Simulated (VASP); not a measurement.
Input of a VASP 6.6.1 run:

The input INCAR:

```
SYSTEM = KTaO3
PREC = Accurate
ENCUT = 600
EDIFF = 1E-6
ISMEAR = -1
SIGMA = 0.05
LREAL = .FALSE.
LASPH = .TRUE.
NELM = 100
ALGO = Normal
ISIF = 3
LWAVE = .FALSE.
LCHARG = .FALSE.
GGA = RP
IVDW = 13
IBRION = 2
NSW = 60
EDIFFG = -0.01
```

KPOINTS

```
Automatic mesh
0
G
  7 7 7
  0 0 0
```

POSCAR

```
KTaO3
1.0
    3.9883000000      0.0000000000      0.0000000000
    0.0000000000      3.9883000000      0.0000000000
    0.0000000000      0.0000000000      3.9883000000
Ta K O
1 1 3
Direct
    0.0000000000      0.0000000000      0.0000000000
    0.5000000000      0.5000000000      0.5000000000
    0.0000000000      0.0000000000      0.5000000000
    0.0000000000      0.5000000000      0.0000000000
    0.5000000000      0.0000000000      0.0000000000
```

Potentials or basis: VASP PAW PBE potentials, release 64 (Ta_pv, K_sv, O).

Run with:

```console
$ cat potpaw_PBE.64/Ta_pv/POTCAR potpaw_PBE.64/K_sv/POTCAR potpaw_PBE.64/O/POTCAR > POTCAR
$ mpirun -np 1 vasp_std > vasp.out
```

Question: Predict the relaxed volume.

Answer: 13.07 Å³/atom.

Question: What does it give for the dispersion energy per atom?

Answer: -0.313 eV.

The path:
| step | energy change (eV) | largest force (eV/Å) | pressure (GPa) | volume (Å³) |
| --- | --- | --- | --- | --- |
| 1 | 0.0000 | 0.0000 | 5.75 | 63.44 |
| 2 | 0.0140 | 0.0000 | -6.05 | 67.71 |
| 3 | -0.0328 | 0.0000 | -0.04 | 65.33 |

Caveat: the PAW data sets were made with another functional, which shifts forces and pressure a little. Zero-point motion and thermal expansion aren't in these numbers.
